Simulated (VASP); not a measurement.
# Sb (R-3m) in VASP: settings compared

Sb is run at these levels: PBE, LDA, BLYP+D3(BJ); tasks: relaxation of the atoms, single point.

All numbers are computed with VASP 6.6.1; they aren't measurements. Logs are shortened: lines on timing, memory, paths and dates and some standing lists are left out, and cuts for length are marked.

### Step 1. The cell of the first run

The structure is trigonal, space group R-3m (No. 166). The conventional cell has a = 4.308 Å, b = 4.308 Å, c = 11.274 Å, α = 90.00°, β = 90.00°, γ = 120.00°. Within 3.8 Å of Sb (site symmetry 3m) lie 6 Sb at 2.91 to 3.35 Å.

### Step 2. Relaxation of the atoms, PBE

The input, INCAR:

```
PREC = Accurate
ENCUT = 520
EDIFF = 1E-6
ISMEAR = -1
SIGMA = 0.05
LREAL = False
LASPH = True
NELM = 100
ALGO = Normal
ISIF = 2
LWAVE = False
LCHARG = False
GGA = PE
IBRION = 2
NSW = 80
EDIFFG = -0.02
```

The input, KPOINTS:

```
regular mesh
0
Gamma
  8 8 8
```

The input, POSCAR:

```
Sb
1.0
    2.1542000000      1.2437279499      3.7580000000
   -2.1542000000      1.2437279499      3.7580000000
    0.0000000000     -2.4874558998      3.7580000000
Sb
2
Direct
    0.7665100000      0.7665100000      0.7665100000
    0.2334900000      0.2334900000      0.2334900000
```

Potentials or basis: VASP PAW PBE potentials, release 64 (Sb).

Run with:

```console
cat potpaw_PBE.64/Sb/POTCAR > POTCAR
mpirun -np 1 vasp_std > vasp.out
```

OUTCAR:

```text
PREC = Accurate
   ENCUT = 520
   EDIFF = 1E-6
   ISMEAR = -1
   LREAL = False
   LASPH = True
   NELM = 100
   ISIF = 2
   GGA = PE
   IBRION = 2
   NSW = 80
   EDIFFG = -0.02

 ion  position               nearest neighbor table
   1  0.767  0.767  0.767-   2 2.91   2 2.91   2 2.91   2 3.35   2 3.35   2 3.35
   2  0.233  0.233  0.233-   1 2.91   1 2.91   1 2.91   1 3.35   1 3.35   1 3.35

  LATTYP: Found a trigonal (rhomboedric) cell.
 ALAT       =     4.5066618304
 COS(alpha) =     0.5430253624

  Lattice vectors:

 A1 = (   2.1542000000,   1.2437279499,   3.7580000000)
 A2 = (  -2.1542000000,   1.2437279499,   3.7580000000)
 A3 = (   0.0000000000,  -2.4874558998,   3.7580000000)

Analysis of symmetry for initial positions (statically):
=====================================================================
 Subroutine PRICEL returns:
 Original cell was already a primitive cell.

 Routine SETGRP: Setting up the symmetry group for a
 trigonal (rhombohedral) supercell.

 Subroutine GETGRP returns: Found 12 space group operations
 (whereof 12 operations were pure point group operations)
 out of a pool of 12 trial point group operations.

The static configuration has the point symmetry D_3d.

Analysis of symmetry for dynamics (positions and initial velocities):
=====================================================================
 Subroutine PRICEL returns:
 Original cell was already a primitive cell.

 Routine SETGRP: Setting up the symmetry group for a
 trigonal (rhombohedral) supercell.

 Subroutine GETGRP returns: Found 12 space group operations
 (whereof 12 operations were pure point group operations)
 out of a pool of 12 trial point group operations.

The dynamic configuration has the point symmetry D_3d.

 Subroutine INISYM returns: Found 12 space group operations
 (whereof 12 operations are pure point group operations),
 and found     1 'primitive' translations

----------------------------------------------------------------------------------------

                                     Primitive cell

  volume of cell :      60.4115

  direct lattice vectors                    reciprocal lattice vectors
     2.154200000  1.243727950  3.758000000     0.232104726  0.134005726  0.088699663
    -2.154200000  1.243727950  3.758000000    -0.232104726  0.134005726  0.088699663
     0.000000000 -2.487455900  3.758000000     0.000000000 -0.268011452  0.088699663

  length of vectors
     4.506661830  4.506661830  4.506661830     0.282307932  0.282307932  0.282307932

  position of ions in fractional coordinates (direct lattice)
     0.766510000  0.766510000  0.766510000
     0.233490000  0.233490000  0.233490000

  ion indices of the primitive-cell ions
   primitive index   ion index
                 1           1
                 2           2

----------------------------------------------------------------------------------------

 KPOINTS: regular mesh

Automatic generation of k-mesh.
 Grid dimensions read from file:
 generate k-points for:    8    8    8

 Generating k-lattice:

  Cartesian coordinates                     Fractional coordinates (reciprocal lattice)
     0.029013091  0.016750716  0.011087458     0.125000000  0.000000000  0.000000000
    -0.029013091  0.016750716  0.011087458     0.000000000  0.125000000  0.000000000
     0.000000000 -0.033501431  0.011087458     0.000000000  0.000000000  0.125000000

  Length of vectors
     0.035288491  0.035288491  0.035288491

  Shift w.r.t. Gamma in fractional coordinates (k-lattice)
     0.000000000  0.000000000  0.000000000

 Subroutine IBZKPT returns following result:
 ===========================================

 Found     65 irreducible k-points:

 Following reciprocal coordinates:
            Coordinates               Weight
  0.000000  0.000000  0.000000      1.000000
  0.125000 -0.000000  0.000000      6.000000
  0.250000 -0.000000  0.000000      6.000000
  0.375000 -0.000000 -0.000000      6.000000
  0.500000 -0.000000  0.000000      3.000000
  0.125000  0.125000  0.000000      6.000000
[... 16 lines left out ...]
  0.250000  0.125000  0.125000      6.000000
  0.375000  0.125000  0.125000      6.000000
 [... further k-points ...]
   k-points           NKPTS =     65   k-points in BZ     NKDIM =     65   number of bands    NBANDS=      9
   number of dos      NEDOS =    301   number of ions     NIONS =      2
   total plane-waves  NPLWV =  46656
   dimension x,y,z NGX =    36 NGY =   36 NGZ =   36
   dimension x,y,z NGXF=    72 NGYF=   72 NGZF=   72
   ions per type =               2
   NGX,Y,Z   is equivalent  to a cutoff of  13.28, 13.28, 13.28 a.u.
   NGXF,Y,Z  is equivalent  to a cutoff of  26.56, 26.56, 26.56 a.u.
 SYSTEM =  unknown system
   PREC   = accura    normal or accurate (medium, high low for compatibility)
   ISTART =      0    job   : 0-new  1-cont  2-samecut
   ICHARG =      2    charge: 1-file 2-atom 10-const
   ISPIN  =      1    spin polarized calculation?
   LNONCOLLINEAR =      F non collinear calculations
   LSORBIT =      F    spin-orbit coupling
   LASPH  =      T    aspherical Exc in radial PAW
   ENCUT  =  520.0 eV  38.22 Ry    6.18 a.u.   8.38  8.38  8.38*2*pi/ulx,y,z
   NELM   =    100;   NELMIN=  2; NELMDL= -5     # of ELM steps
   EDIFF  = 0.1E-05   stopping-criterion for ELM
   LREAL  =      F    real-space projection
   EDIFFG = -.2E-01   stopping-criterion for IOM
   NSW    =     80    number of steps for IOM
   IBRION =      2    ionic relax: 0-MD 1-quasi-New 2-CG
   NFREE  =      1    steps in history (QN), initial steepest desc. (CG)
   ISIF   =      2    stress and relaxation
   ISYM   =      2    0-nonsym 1-usesym 2-fastsym
   POTIM  = 0.5000    time-step for ionic-motion
   TEBEG  =    0.0;   TEEND  =   0.0 temperature during run
   PSTRESS=    0.0 pullay stress
   NELECT =      10.0000    total number of electrons
   NUPDOWN=      -1.0000    fix difference up-down
   EMIN   =  10.00;   EMAX   =-10.00  energy-range for DOS
   EFERMI =   0.00;   METHOD = LEGACY
   ISMEAR =    -1;   SIGMA  =   0.05  broadening in eV -4-tet -1-fermi 0-gaus
   EFERMI_NEDOS =   21; number of points for ismear=-14 and -15
   IALGO  =     38    algorithm
   IMIX   =      4    mixing-type and parameters
     AMIX     =   0.40;   BMIX     =  1.00
     AMIX_MAG =   1.60;   BMIX_MAG =  1.00
  volume/ion in A,a.u.               =      30.21       203.84
  Fermi-wavevector in a.u.,A,eV,Ry     =   0.898880  1.698637 10.993305  0.807985
  Thomas-Fermi vector in A             =   2.021644
   LORBIT       =      0    0 simple, 1 ext, 2 COOP (PROOUT), +10 PAW based schemes
   GGA     = PE    functional components
   LHFCALC =     F    Hartree Fock is set to
   AEXX    =    0.0000 exact exchange contribution
   IVDW    =     0    specifies the selected vdW correction
   LEPSILON=     F    determine dielectric tensor
   LRPA    =     F    only Hartree local field effects (RPA)
 conjugate gradient relaxation of ions
 non-spin polarized calculation
  energy-cutoff  :      520.00
  volume of cell :       60.41
 maximum number of plane-waves:      1638
 NGX is ok and might be reduce to    36
   NGX = 17   NGY = 17   NGZ = 17

--------------------------------------- Ionic step        1  -------------------------------------------

 number of electron      10.0000000 magnetization

 Free energy of the ion-electron system (eV)
  ---------------------------------------------------
  ext. energy  EPLUGINS =         0.00000000
  ---------------------------------------------------
  free energy    TOTEN  =        -8.25781863 eV

  energy without entropy =       -8.25494456  energy(sigma->0) =       -8.25638159

------------------------ aborting loop because EDIFF is reached ----------------------------------------

  FORCE on cell =-STRESS in cart. coord.  units (eV):
  Direction    XX          YY          ZZ          XY          YZ          ZX
  --------------------------------------------------------------------------------------
  -------------------------------------------------------------------------------------
  Total        1.1212072      1.1212072      0.8897006     -0.0000000      0.0000000      0.0000000
  in kB       29.7356216     29.7356216     23.5958167     -0.0000000      0.0000000      0.0000000
  external PRESSURE =      27.6890199 kB  Pullay stress =       0.0000000 kB
[... 57 lines left out ...]
  energy  without entropy=       -8.2574516939  energy(sigma->0) =       -8.25910096

--------------------------------------- Ionic step        3  -------------------------------------------

 number of electron      10.0000000 magnetization

 Free energy of the ion-electron system (eV)
  ---------------------------------------------------
  ext. energy  EPLUGINS =         0.00000000
  ---------------------------------------------------
  free energy    TOTEN  =        -8.26186638 eV

  energy without entropy =       -8.25803600  energy(sigma->0) =       -8.25995119

 E-fermi :   7.3570     XC(G=0):  -9.5386

 val. band max:        7.3487658770   @ k =   0.5000   0.5000   0.5000
 cond. band min:       7.3707092382   @ k =   0.3750   0.2500   0.2500
 fundamental gap:      0.0219433612
 Fermi energy:         7.3570367509

 k-point     1 :       0.0000    0.0000    0.0000
  band No.  band energies     occupation
      1      -5.4061      2.00000
      2       2.4575      2.00000
      3       5.1480      2.00000
      4       5.5249      2.00000
      5       5.5249      2.00000
      6       9.5163      0.00000
      7      10.0157      0.00000
      8      10.0157      0.00000
      9      12.3167      0.00000
[... 265 lines left out ...]
 k-point    24 :       0.3750    0.1250    0.1250
  band No.  band energies     occupation
      1      -4.3994      2.00000
      2      -0.2768      2.00000
      3       3.9223      2.00000
      4       5.8745      2.00000
      5       7.3874      0.70540
      6       7.4555      0.24513
      7       7.8234      0.00018
      8      10.2884      0.00000
      9      12.3199      0.00000

 [... further k-points ...]

------------------------ aborting loop because EDIFF is reached ----------------------------------------

  FORCE on cell =-STRESS in cart. coord.  units (eV):
  Direction    XX          YY          ZZ          XY          YZ          ZX
  --------------------------------------------------------------------------------------
  -------------------------------------------------------------------------------------
  Total        0.8936939      0.8936939      0.6318605      0.0000000      0.0000000      0.0000000
  in kB       23.7017243     23.7017243     16.7576204      0.0000000      0.0000000      0.0000000
  external PRESSURE =      21.3870230 kB  Pullay stress =       0.0000000 kB
[... 17 lines left out ...]
  FREE ENERGIE OF THE ION-ELECTRON SYSTEM (eV)
  ---------------------------------------------------
  free  energy   TOTEN  =        -8.2618663759 eV

  energy  without entropy=       -8.2580360030  energy(sigma->0) =       -8.25995119

 reached required accuracy - stopping structural energy minimisation
```

It took 92 s on 1 thread of Intel Xeon 8259CL, shared host; peak memory 0.22 GiB.

What came out:

| Item | Value |
| --- | --- |
| Free energy | -8.2619 eV |
| Energy gained by relaxing | 2.0 meV/atom |
| Ionic steps | 3 |
| Pressure after relaxing | 2.1 GPa |
| Largest force after relaxing | 0.012 eV/Å |
| Band gap on the k mesh | zero (bands 5 and 6 overlap by 0.30 eV) |

Forces on the atoms (eV/Å):
```
Sb   0.000  0.000  0.012
Sb   0.000  0.000 -0.012
```

Stress tensor (GPa, compression positive):
```
2.37 0.00 0.00
0.00 2.37 0.00
0.00 0.00 1.68
```

Step by step:
```
step  energy change (eV)  largest force (eV/Å)  pressure (GPa)
   1              0.0000                0.2011            2.77
   2             -0.0029                0.1036            2.49
   3             -0.0040                0.0117            2.14
```

Final structure:
```
CELL_PARAMETERS angstrom
2.15420 1.24373 3.75800
-2.15420 1.24373 3.75800
0.00000 -2.48746 3.75800
ATOMIC_POSITIONS crystal
Sb 0.76453 0.76453 0.76453
Sb 0.23547 0.23547 0.23547
```

Levels at points of the mesh, in eV from the Fermi level:
| k point | band 3 | band 4 | band 5 | band 6 | band 7 | band 8 |
| --- | --- | --- | --- | --- | --- | --- |
| (0.00, 0.00, 0.00) | -2.21 | -1.83 | -1.83 | 2.16 | 2.66 | 2.66 |
| (0.50, 0.00, 0.00) | -1.88 | -1.83 | -0.41 | -0.27 | 0.02 | 0.28 |
| (0.50, 0.50, 0.00) | -5.58 | -3.88 | -3.70 | 1.54 | 4.83 | 5.34 |
| (0.50, 0.50, 0.50) | -1.29 | -1.29 | -0.45 | -0.01 | -0.01 | 0.97 |

Caveat: spin-orbit coupling is left out, which moves the levels of the heavy elements.

### Step 3. Single point, LDA

This run uses another cell than the first one, of 28.39 Å³/atom.

The input, INCAR:

```
SYSTEM = Sb
PREC = Accurate
ENCUT = 500
EDIFF = 1E-6
ISMEAR = -1
SIGMA = 0.05
LREAL = .FALSE.
LASPH = .TRUE.
NELM = 120
ALGO = Normal
ISIF = 2
LWAVE = .FALSE.
LCHARG = .FALSE.
GGA = CA
NBANDS = 22
GGA_COMPAT = .FALSE.
```

The input, KPOINTS:

```
Automatic mesh
0
G
  8 8 8
  0 0 0
```

The input, POSCAR:

```
Sb
1.0
    2.1102243954      1.2183386227      3.6812845966
   -2.1102243954      1.2183386227      3.6812845966
    0.0000000000     -2.4366772455      3.6812845966
Sb
2
Direct
    0.7665100000      0.7665100000      0.7665100000
    0.2334900000      0.2334900000      0.2334900000
```

Potentials or basis: VASP PAW LDA potentials, release 64 (Sb_d_GW).

Run with:

```console
cat potpaw_LDA.64/Sb_d_GW/POTCAR > POTCAR
mpirun -np 1 vasp_std > vasp.out
```

Run time: 75 s. Hardware: 1 thread of AMD EPYC 7R43 (Zen 3), shared host; peak memory 0.17 GiB.

It converged, with:

* Free energy: -9.6253 eV
* Pressure: 2.7 GPa
* Largest force: 0.360 eV/Å
* Band gap on the k mesh: zero (bands 15 and 16 overlap by 0.29 eV)

Forces in eV/Å, atoms in the order of the input:
```
Sb   0.000  0.000 -0.360
Sb   0.000  0.000  0.360
```

Stress tensor (GPa, compression positive):
```
3.10 0.00 0.00
0.00 3.10 0.00
0.00 0.00 1.86
```

Levels at points of the mesh, in eV from the Fermi level:
| k point | band 12 | band 13 | band 14 | band 15 | band 16 | band 17 | band 18 | band 19 |
| --- | --- | --- | --- | --- | --- | --- | --- | --- |
| (0.00, 0.00, 0.00) | -4.68 | -2.31 | -2.00 | -2.00 | 2.02 | 2.69 | 2.69 | 5.06 |
| (0.50, 0.00, 0.00) | -10.05 | -2.15 | -2.04 | -0.41 | -0.30 | 0.07 | 0.35 | 7.57 |
| (0.50, 0.50, 0.00) | -8.23 | -5.87 | -4.12 | -4.01 | 1.27 | 5.12 | 5.68 | 7.31 |
| (0.50, 0.50, 0.50) | -9.40 | -1.48 | -1.48 | -0.51 | -0.03 | -0.03 | 1.13 | 7.03 |

Caveat: spin-orbit coupling is left out, which moves the levels of the heavy elements.

(Part 1 of 2 ends here.)

The gap in the log of VASP goes by the Fermi energy; the results here count the filled bands.